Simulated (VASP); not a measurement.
MnO2, 3 atoms in the cell. It takes space group P-3m1 (No. 164, trigonal). Conventional cell: a = 2.877 Å, b = 2.877 Å, c = 5.446 Å, α = 90.00°, β = 90.00°, γ = 120.00°. Within 2.5 Å of Mn (site symmetry -3m) lie 6 O at 1.92 Å. O (site symmetry 3m) has 3 Mn at 1.92 Å within 2.5 Å. 

* Program: VASP 6.6.1
* Task: single point
* Functional: PBE
* Dispersion: D4
* Potentials or basis: VASP PAW PBE potentials, release 64 (Mn_pv, O)
* Cutoff: 520 eV
* k mesh: 14 × 14 × 6
* Occupations: gaussian, width 0.05 eV
* Spin: collinear spin, ferromagnetic start
* Starting moments: [3.0, 0.0, 0.0] μB
* Dipole correction: no
* Further INCAR settings: ALGO = Normal; EDIFF = 1e-06; NBANDS = 24

Potentials or basis: VASP PAW PBE potentials, release 64 (Mn_pv, O).

Run with:

```bash
$ cat potpaw_PBE.64/Mn_pv/POTCAR potpaw_PBE.64/O/POTCAR > POTCAR
$ mpirun -np 1 vasp_std > vasp.out
```

Hardware: 1 thread of Intel(R) Xeon(R) 6975P-C (Granite Rapids) (shared host).

Problem. Estimate the wall time of this run.

Solution. Wall time 88 s on 1 thread of Intel(R) Xeon(R) 6975P-C (Granite Rapids) (shared host), peak memory 0.3 GiB. Counts: scf iterations 16, k points 128.
